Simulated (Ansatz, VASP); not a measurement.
GaP in VASP and in Ansatz

```xyz
2
Lattice="0.0000 2.8009 2.8009 2.8009 0.0000 2.8009 2.8009 2.8009 0.0000" Properties=species:S:1:pos:R:3 pbc="T T T"
Ga    0.0000    0.0000    0.0000
P     4.2013    4.2013    4.2013
```

Alike in both runs: task single point; functional PBE; k mesh 10 × 10 × 10; occupations gaussian, width 0.05 eV; no spin polarisation.

|  | VASP | Ansatz |
| --- | --- | --- |
| version | VASP 6.6.1 | Ansatz 0.2.0 |
| potentials or method | VASP PAW PBE potentials, release 64 (Ga_d, P), cutoff 520 eV | scalar-relativistic, plane waves, PAW |
| valence electrons in the cell | 18 | 18 |

|  | VASP | Ansatz | Ansatz less VASP |
| --- | --- | --- | --- |
| gap on the k mesh at the Fermi level (eV) | 1.16 | 1.16 | +0.005 |
| least direct gap on the mesh (eV) | 1.16 | 1.16 | +0.005 |
| pressure (GPa) | -3.6 | -3.5 | +0.06 |
